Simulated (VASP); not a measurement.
BiTe: single point with PBE

System: BiTe, a wire with vacuum.

```
Bi Te
1.0
     9.00000    0.00000    0.00000
     0.00000    9.30000    0.00000
     0.00000    0.00000    5.85215
Bi Te
1 1
Cartesian
  4.5000 4.6500 0.0000
  4.5000 4.6500 2.9261
```

| Property | Result |
| --- | --- |
| Program | VASP 6.6.1 |
| Task | single point |
| Functional | PBE |
| Potentials or basis | VASP PAW PBE potentials, release 64 (Bi_d, Te) |
| Cutoff | 520 eV |
| k mesh | 1 × 1 × 11 |
| Occupations | gaussian, width 0.05 eV |
| Spin | collinear spin |
| Starting moments | [0.5, 0.5] μB |
| Dipole correction | no |
| Further INCAR settings | ALGO = Normal; EDIFF = 1e-06; NBANDS = 22 |

- Net moment: 0.28 μB per cell
- Site moments: Bi +0.13; Te -0.01 μB
- Valence electrons inside the program's atomic spheres: Bi 12.68; Te 3.32

Levels at points of the mesh, in eV from the Fermi level:
Spin up:
| k point | band 8 | band 9 | band 10 | band 11 | band 12 | band 13 |
| --- | --- | --- | --- | --- | --- | --- |
| (0.00, 0.00, 0.00) | -3.96 | -1.77 | -1.77 | 1.07 | 1.07 | 3.53 |
Spin down:
```
           k point  band 6  band 7  band 8  band 9  band 10  band 11  band 12  band 13  band 14  band 15
(0.00, 0.00, 0.00)  -11.47   -8.35   -3.93   -1.70    -1.69     1.22     1.22     3.58     4.85     5.57
```

Run time: 2.2 min on 1 thread of Intel(R) Xeon(R) 6975P-C (Granite Rapids), on a shared host, peak memory 0.73 GiB.

Caveat: a moment this small can come from the mesh or the smearing; spin-orbit coupling is left out, which moves the levels of the heavy elements.
